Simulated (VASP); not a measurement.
# AlN (Fm-3m) in VASP: further runs

AlN is run at these levels: PBEsol, LDA; tasks: relaxation of cell and atoms.

All numbers are computed with VASP 6.6.1; they aren't measurements. Logs are shortened: lines on timing, memory, paths and dates and some standing lists are left out, and cuts for length are marked.

**1. The cell of the first run**

Symmetry: Fm-3m, No. 225, cubic system. The conventional cell has a = 4.071 Å, b = 4.071 Å, c = 4.071 Å, α = 90.00°, β = 90.00°, γ = 90.00°. Al (site symmetry m-3m) has 6 N at 2.04 Å within 2.7 Å. Within 2.7 Å of N (site symmetry m-3m) lie 6 Al at 2.04 Å.

**2. Relaxation of cell and atoms, PBEsol**

File INCAR:

```
PREC = Accurate
ENCUT = 600
EDIFF = 1E-6
ISMEAR = -1
SIGMA = 0.02
LREAL = False
LASPH = True
NELM = 100
ALGO = Normal
ISIF = 3
LWAVE = False
LCHARG = False
GGA = PS
IBRION = 2
NSW = 80
EDIFFG = -0.005
```

File KPOINTS:

```
regular mesh
0
Gamma
  10 10 10
```

File POSCAR:

```
AlN
1.0
    0.0000000000      2.0352516422      2.0352516422
    2.0352516422      0.0000000000      2.0352516422
    2.0352516422      2.0352516422      0.0000000000
Al N
1 1
Direct
    0.0000000000      0.0000000000      0.0000000000
    0.5000000000      0.5000000000      0.5000000000
```

Potentials or basis: VASP PAW PBE potentials, release 64 (Al, N).

On the command line:

```sh
> cat potpaw_PBE.64/Al/POTCAR potpaw_PBE.64/N/POTCAR > POTCAR
> mpirun -np 1 vasp_std > vasp.out
```

OUTCAR:

```text
PREC = Accurate
   ENCUT = 600
   EDIFF = 1E-6
   ISMEAR = -1
   LREAL = False
   LASPH = True
   NELM = 100
   ISIF = 3
   GGA = PS
   IBRION = 2
   NSW = 80
   EDIFFG = -0.005

 ion  position               nearest neighbor table
   1  0.000  0.000  0.000-   2 2.04   2 2.04   2 2.04   2 2.04   2 2.04   2 2.04
   2  0.500  0.500  0.500-   1 2.04   1 2.04   1 2.04   1 2.04   1 2.04   1 2.04

  LATTYP: Found a face centered cubic cell.
 ALAT       =     4.0705032844

  Lattice vectors:

 A1 = (   0.0000000000,   2.0352516422,   2.0352516422)
 A2 = (   2.0352516422,   0.0000000000,   2.0352516422)
 A3 = (   2.0352516422,   2.0352516422,   0.0000000000)

Analysis of symmetry for initial positions (statically):
=====================================================================
 Subroutine PRICEL returns:
 Original cell was already a primitive cell.

 Routine SETGRP: Setting up the symmetry group for a
 face centered cubic supercell.

 Subroutine GETGRP returns: Found 48 space group operations
[... 9 lines left out ...]

 Routine SETGRP: Setting up the symmetry group for a
 face centered cubic supercell.

 Subroutine GETGRP returns: Found 48 space group operations
[... 11 lines left out ...]
                                     Primitive cell

  volume of cell :      16.8610

  direct lattice vectors                    reciprocal lattice vectors
     0.000000000  2.035251642  2.035251642    -0.245669867  0.245669867  0.245669867
     2.035251642  0.000000000  2.035251642     0.245669867 -0.245669867  0.245669867
     2.035251642  2.035251642  0.000000000     0.245669867  0.245669867 -0.245669867

  length of vectors
     2.878280475  2.878280475  2.878280475     0.425512691  0.425512691  0.425512691

  position of ions in fractional coordinates (direct lattice)
     0.000000000  0.000000000  0.000000000
     0.500000000  0.500000000  0.500000000

  ion indices of the primitive-cell ions
   primitive index   ion index
                 1           1
                 2           2

----------------------------------------------------------------------------------------

 KPOINTS: regular mesh

Automatic generation of k-mesh.
 Grid dimensions read from file:
 generate k-points for:   10   10   10

 Generating k-lattice:

  Cartesian coordinates                     Fractional coordinates (reciprocal lattice)
    -0.024566987  0.024566987  0.024566987     0.100000000  0.000000000  0.000000000
     0.024566987 -0.024566987  0.024566987     0.000000000  0.100000000  0.000000000
     0.024566987  0.024566987 -0.024566987     0.000000000  0.000000000  0.100000000

  Length of vectors
     0.042551269  0.042551269  0.042551269

  Shift w.r.t. Gamma in fractional coordinates (k-lattice)
[... 38 lines left out ...]
   dimension x,y,z NGXF=    48 NGYF=   48 NGZF=   48
   ions per type =               1   1
   NGX,Y,Z   is equivalent  to a cutoff of  13.86, 13.86, 13.86 a.u.
   NGXF,Y,Z  is equivalent  to a cutoff of  27.72, 27.72, 27.72 a.u.
 SYSTEM =  unknown system
   PREC   = accura    normal or accurate (medium, high low for compatibility)
   ISTART =      0    job   : 0-new  1-cont  2-samecut
   ICHARG =      2    charge: 1-file 2-atom 10-const
   ISPIN  =      1    spin polarized calculation?
   LNONCOLLINEAR =      F non collinear calculations
   LSORBIT =      F    spin-orbit coupling
   LASPH  =      T    aspherical Exc in radial PAW
   ENCUT  =  600.0 eV  44.10 Ry    6.64 a.u.   5.75  5.75  5.75*2*pi/ulx,y,z
   NELM   =    100;   NELMIN=  2; NELMDL= -5     # of ELM steps
   EDIFF  = 0.1E-05   stopping-criterion for ELM
   LREAL  =      F    real-space projection
   EDIFFG = -.5E-02   stopping-criterion for IOM
   NSW    =     80    number of steps for IOM
   IBRION =      2    ionic relax: 0-MD 1-quasi-New 2-CG
   NFREE  =      1    steps in history (QN), initial steepest desc. (CG)
   ISIF   =      3    stress and relaxation
   ISYM   =      2    0-nonsym 1-usesym 2-fastsym
   POTIM  = 0.5000    time-step for ionic-motion
   TEBEG  =    0.0;   TEEND  =   0.0 temperature during run
   PSTRESS=    0.0 pullay stress
   NELECT =       8.0000    total number of electrons
   NUPDOWN=      -1.0000    fix difference up-down
   EMIN   =  10.00;   EMAX   =-10.00  energy-range for DOS
   EFERMI =   0.00;   METHOD = LEGACY
   ISMEAR =    -1;   SIGMA  =   0.02  broadening in eV -4-tet -1-fermi 0-gaus
   EFERMI_NEDOS =   21; number of points for ismear=-14 and -15
   IALGO  =     38    algorithm
   IMIX   =      4    mixing-type and parameters
     AMIX     =   0.40;   BMIX     =  1.00
     AMIX_MAG =   1.60;   BMIX_MAG =  1.00
  volume/ion in A,a.u.               =       8.43        56.89
  Fermi-wavevector in a.u.,A,eV,Ry     =   1.276860  2.412916 22.182560  1.630372
  Thomas-Fermi vector in A             =   2.409493
   LORBIT       =      0    0 simple, 1 ext, 2 COOP (PROOUT), +10 PAW based schemes
   GGA     = PS    functional components
   LHFCALC =     F    Hartree Fock is set to
   AEXX    =    0.0000 exact exchange contribution
   IVDW    =     0    specifies the selected vdW correction
   LEPSILON=     F    determine dielectric tensor
   LRPA    =     F    only Hartree local field effects (RPA)
 conjugate gradient relaxation of ions
 non-spin polarized calculation
  energy-cutoff  :      600.00
  volume of cell :       16.86
 maximum number of plane-waves:       588
   NGX = 11   NGY = 11   NGZ = 11

--------------------------------------- Ionic step        1  -------------------------------------------

 number of electron       8.0000000 magnetization

 Free energy of the ion-electron system (eV)
  ---------------------------------------------------
  ext. energy  EPLUGINS =         0.00000000
  ---------------------------------------------------
  free energy    TOTEN  =       -15.44613755 eV

  energy without entropy =      -15.44613755  energy(sigma->0) =      -15.44613755

 E-fermi :   9.9986     XC(G=0): -12.3580

 val. band max:        9.6277797569   @ k =   0.0000   0.0000   0.0000
 cond. band min:      13.9922118503   @ k =   0.5000   0.5000   0.0000
 fundamental gap:      4.3644320934
 Fermi energy:         9.9985938267

 k-point     1 :       0.0000    0.0000    0.0000
  band No.  band energies     occupation
      1      -7.7411      2.00000
      2       9.6278      2.00000
      3       9.6278      2.00000
      4       9.6278      2.00000
      5      15.0114      0.00000
      6      21.5897      0.00000
      7      21.5897      0.00000
      8      21.5897      0.00000
[... 324 lines left out ...]
--------------------------------------- Ionic step        3  -------------------------------------------

 number of electron       7.9999999 magnetization

 Free energy of the ion-electron system (eV)
  ---------------------------------------------------
  ext. energy  EPLUGINS =         0.00000000
  ---------------------------------------------------
  free energy    TOTEN  =       -15.45134377 eV

  energy without entropy =      -15.45134377  energy(sigma->0) =      -15.45134377

 E-fermi :  10.3225     XC(G=0): -12.4502

 val. band max:        9.8807236996   @ k =   0.0000   0.0000   0.0000
 cond. band min:      14.4308021120   @ k =   0.5000   0.5000   0.0000
 fundamental gap:      4.5500784124
 Fermi energy:        10.3224743781

 k-point     1 :       0.0000    0.0000    0.0000
  band No.  band energies     occupation
      1      -7.6661      2.00000
      2       9.8807      2.00000
      3       9.8807      2.00000
      4       9.8807      2.00000
      5      15.5440      0.00000
      6      21.9047      0.00000
      7      21.9047      0.00000
      8      21.9047      0.00000
[... 282 lines left out ...]
  FREE ENERGIE OF THE ION-ELECTRON SYSTEM (eV)
  ---------------------------------------------------
  free  energy   TOTEN  =       -15.4513437737 eV

  energy  without entropy=      -15.4513437737  energy(sigma->0) =      -15.45134377

 reached required accuracy - stopping structural energy minimisation
```

OSZICAR:

```text
N       E                     dE             d eps       ncg     rms          rms(c)
DAV:   1     0.118833155114E+02    0.11883E+02   -0.45649E+03   784   0.977E+02
DAV:   2    -0.165119863925E+02   -0.28395E+02   -0.27023E+02  1024   0.162E+02
DAV:   3    -0.170415364026E+02   -0.52955E+00   -0.52955E+00   912   0.272E+01
DAV:   4    -0.170426269545E+02   -0.10906E-02   -0.10906E-02  1112   0.115E+00
[... 18 lines left out ...]
DAV:   2    -0.154514951108E+02    0.68274E-02   -0.34694E-02   840   0.140E+00    0.135E-01
DAV:   3    -0.154513875892E+02    0.10752E-03   -0.72273E-04   912   0.279E-01    0.469E-02
DAV:   4    -0.154513482583E+02    0.39331E-04   -0.21391E-05   776   0.487E-02    0.182E-02
DAV:   5    -0.154513439532E+02    0.43051E-05   -0.29958E-06   792   0.178E-02    0.966E-03
DAV:   6    -0.154513437737E+02    0.17945E-06   -0.49293E-08   376   0.216E-03
   3 F= -.15451344E+02 E0= -.15451344E+02  d E =-.520622E-02
```

CONTCAR:

```text
AlN
   1.00000000000000
    -0.0000000000000000    2.0219626127937009    2.0219626127937009
     2.0219626127937009    0.0000000000000000    2.0219626127937009
     2.0219626127937009    2.0219626127937009    0.0000000000000000
  Al              N
     1     1
Direct
     0.0000000000000000    0.0000000000000000    0.0000000000000000
     0.5000000000000000    0.5000000000000000    0.5000000000000000

  0.00000000E+00  0.00000000E+00  0.00000000E+00
  0.00000000E+00  0.00000000E+00  0.00000000E+00
```

Run time: 11 s. Hardware: 1 thread of AMD EPYC 7R13 (Zen 3), shared host; peak memory 0.11 GiB.

What came out:

* Free energy: -15.4513 eV
* Relaxed volume: 8.27 Å³/atom
* Relaxed cell: a = 2.859 Å, b = 2.859 Å, c = 2.859 Å, α = 60.00°, β = 60.00°, γ = 60.00°
* Space group after relaxing (to 0.05 Å): Fm-3m (No. 225)
* Energy gained by relaxing: 2.6 meV/atom
* Ionic steps: 3
* Pressure after relaxing: 0.0 GPa
* Band gap on the k mesh: 4.55 eV, indirect (least direct gap 5.66 eV)

Step by step:
| step | energy change (eV) | largest force (eV/Å) | pressure (GPa) | volume (Å³) |
| --- | --- | --- | --- | --- |
| 1 | 0.0000 | 0.0000 | -5.00 | 16.86 |
| 2 | -0.0004 | 0.0000 | 5.12 | 16.23 |
| 3 | -0.0052 | 0.0000 | -0.02 | 16.53 |

Final structure:
```cif
data_structure
_symmetry_space_group_name_H-M 'P 1'
_symmetry_Int_Tables_number 1
_cell_length_a 2.8595
_cell_length_b 2.8595
_cell_length_c 2.8595
_cell_angle_alpha 60.000
_cell_angle_beta 60.000
_cell_angle_gamma 60.000
_cell_volume 16.53
loop_
_atom_site_label
_atom_site_type_symbol
_atom_site_fract_x
_atom_site_fract_y
_atom_site_fract_z
_atom_site_occupancy
Al1 Al 0.00000 0.00000 0.00000 1
N1 N 0.50000 0.50000 0.50000 1
```

Levels at points of the mesh, in eV from the valence-band top:
```
           k point  band 1  band 2  band 3  band 4  band 5  band 6  band 7  band 8
(0.00, 0.00, 0.00)  -17.55    0.00    0.00    0.00    5.66   12.02   12.02   12.02
(0.50, 0.00, 0.00)  -14.25   -8.36   -1.09   -1.09    6.04   10.90   10.90   13.25
(0.50, 0.50, 0.00)  -13.25   -7.45   -2.82   -2.82    4.55    5.14   13.96   17.15
```

Caveat: the PAW data sets were made with another functional, which shifts forces and pressure a little. A k mesh can miss the band edges.

**3. Relaxation of cell and atoms, LDA**

File INCAR:

```
SYSTEM = AlN
PREC     = Accurate       ! precision mode
ENCUT    = 600            ! plane-wave cutoff, eV
EDIFF    = 1E-7           ! SCF threshold, eV
ISMEAR   = -1             ! smearing method
SIGMA    = 0.02           ! smearing width, eV
LREAL    = .FALSE.        ! projectors in reciprocal space
LASPH    = .TRUE.         ! aspherical terms in the spheres
NELM     = 100            ! most SCF steps
ALGO     = Normal         ! electronic algorithm
ISIF     = 3              ! what is computed and relaxed
LWAVE    = .FALSE.        ! write WAVECAR
LCHARG   = .FALSE.        ! write CHGCAR
GGA      = CA             ! functional
IBRION   = 2              ! ionic algorithm
NSW      = 80             ! ionic steps
EDIFFG   = -0.005         ! ionic threshold
```

File KPOINTS:

```
regular mesh
0
G
  10 10 10
  0 0 0
```

POSCAR is that of step 2.

Potentials or basis: VASP PAW LDA potentials, release 64 (Al, N).

On the command line:

```sh
> cat potpaw_LDA.64/Al/POTCAR potpaw_LDA.64/N/POTCAR > POTCAR
> mpirun -np 1 vasp_std > vasp.out
```

It took 11 s on 1 thread of AMD EPYC 7R13 (Zen 3), shared host; peak memory 0.1 GiB.

It converged, with:

```yaml
Free_energy: -16.2325 eV
Relaxed_volume: 8.08 Å³/atom
Relaxed_cell: a = 2.838 Å, b = 2.838 Å, c = 2.838 Å, α = 60.00°, β = 60.00°, γ = 60.00°
Space_group_after_relaxing_to_0.05_Å: Fm-3m (No. 225)
Energy_gained_by_relaxing: 12.2 meV/atom
Ionic_steps: 3
Pressure_after_relaxing: -0.1 GPa
Band_gap_on_the_k_mesh: 4.67 eV, indirect (least direct gap 6.09 eV)
```

Step by step:
```
step  energy change (eV)  largest force (eV/Å)  pressure (GPa)  volume (Å³)
   1              0.0000                0.0000          -10.80        16.86
   2             -0.0004                0.0000           12.31        15.51
   3             -0.0245                0.0000           -0.08        16.17
```

Final structure:
```
CELL_PARAMETERS angstrom
0.00000 2.00685 2.00685
2.00685 0.00000 2.00685
2.00685 2.00685 0.00000
ATOMIC_POSITIONS crystal
Al 0.00000 0.00000 0.00000
N 0.50000 0.50000 0.50000
```

Levels at points of the mesh, in eV from the valence-band top:
| k point | band 2 | band 3 | band 4 | band 5 | band 6 | band 7 |
| --- | --- | --- | --- | --- | --- | --- |
| (0.00, 0.00, 0.00) | 0.00 | 0.00 | 0.00 | 6.09 | 12.09 | 12.09 |
| (0.50, 0.00, 0.00) | -8.49 | -1.12 | -1.12 | 6.27 | 10.98 | 10.98 |
| (0.50, 0.50, 0.00) | -7.56 | -2.87 | -2.87 | 4.67 | 5.16 | 14.16 |

A k mesh can miss the band edges. LDA gaps usually lie below the measured ones, often by a third to a half.
